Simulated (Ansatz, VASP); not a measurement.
This is a calculation of MnO2 for Ansatz 0.2.0.

File input.yaml:

```yaml
crystal:
  lattice:
    - [1.4091292993, 0.8135611802, 4.5219789117]
    - [-1.4091292993, 0.8135611802, 4.5219789117]
    - [0.0, -1.6271223606, 4.5219789117]
  atoms:
    - { symbol: Mn, position: [0.0, 0.0, 0.0], spin: 4.0 }
    - { symbol: O, position: [0.73563551, 0.73563551, 0.73563551] }
    - { symbol: O, position: [0.26436449, 0.26436449, 0.26436449] }
kpoints:
  mp_grid: { grid: [11, 11, 11] }
scf:
  occupations: { method: fermi_dirac, width: 0.05 }
hamiltonian:
  xc: lda
  pseudopotentials: { kind: all_electron, lapw: { basis_error: 0.002 } }
magnetization:
  spin_polarized: true
output:
  forces: true
  stress: true
  eigenvalues: true
```

Potentials or basis: all-electron LAPW, scalar-relativistic.

The run is started by

```console
$ ansatz run input.yaml --threads 4 --pin off --max-ram 12288MiB --backend cpu --events-out ev --progress --plain --runs-dir out
```

Translate it to VASP 6.6.1. Potentials there: VASP PAW LDA potentials, release 64 (Mn_pv, O).

As run (the cutoff follows the program's own potentials):

Contents of INCAR:

```
PREC = Accurate ; ENCUT = 520
EDIFF = 1E-7 ; ISMEAR = -1
SIGMA = 0.05 ; LREAL = F
LASPH = T ; NELM = 150
ALGO = Normal ; ISIF = 2
LWAVE = F ; LCHARG = F
ISPIN = 2 ; MAGMOM = 4 0 0
LORBIT = 11 ; LMAXMIX = 4
GGA = CA ; NBANDS = 24
```

Contents of KPOINTS:

```
Automatic mesh
0
Gamma
  11 11 11
```

Contents of POSCAR:

```
MnO2
1.0
    1.4091292993      0.8135611802      4.5219789117
   -1.4091292993      0.8135611802      4.5219789117
    0.0000000000     -1.6271223606      4.5219789117
Mn O
1 2
Direct
    0.0000000000      0.0000000000      0.0000000000
    0.7356355100      0.7356355100      0.7356355100
    0.2643644900      0.2643644900      0.2643644900
```

Potentials or basis: VASP PAW LDA potentials, release 64 (Mn_pv, O).

The run is started by

```bash
$ cat potpaw_LDA.64/Mn_pv/POTCAR potpaw_LDA.64/O/POTCAR > POTCAR
$ mpirun -np 1 vasp_std > vasp.out
```

Both were run:

|  | VASP | Ansatz | Ansatz less VASP |
| --- | --- | --- | --- |
| gap on the k mesh at the Fermi level (eV) | 0.19 | 0.33 | +0.136 |
| least direct gap on the mesh (eV) | 0.23 | 0.37 | +0.140 |
| pressure (GPa) | 0.8 | 0.0 | -0.89 |
| traceless stress, the component that is largest in VASP (GPa) | -0.43 | -0.09 | +0.341 |
| rms of the force components (eV/Å) | 0.074 | 0.035 | -0.0388 |
| net moment per atom (μB) | 1.00 | 1.00 | +0.001 |
| size of the moment on the site where the two differ most (μB) | 2.75 | 2.65 | -0.091 |

LDA's correlation is that of Perdew and Zunger in VASP and of Perdew and Wang (1992) in Ansatz. Site moments also hang on the region over which each program counts them. Atom by atom the forces differ by 0.039 eV/Å (rms over components). Ansatz ran all-electron here, and VASP with PAW potentials.
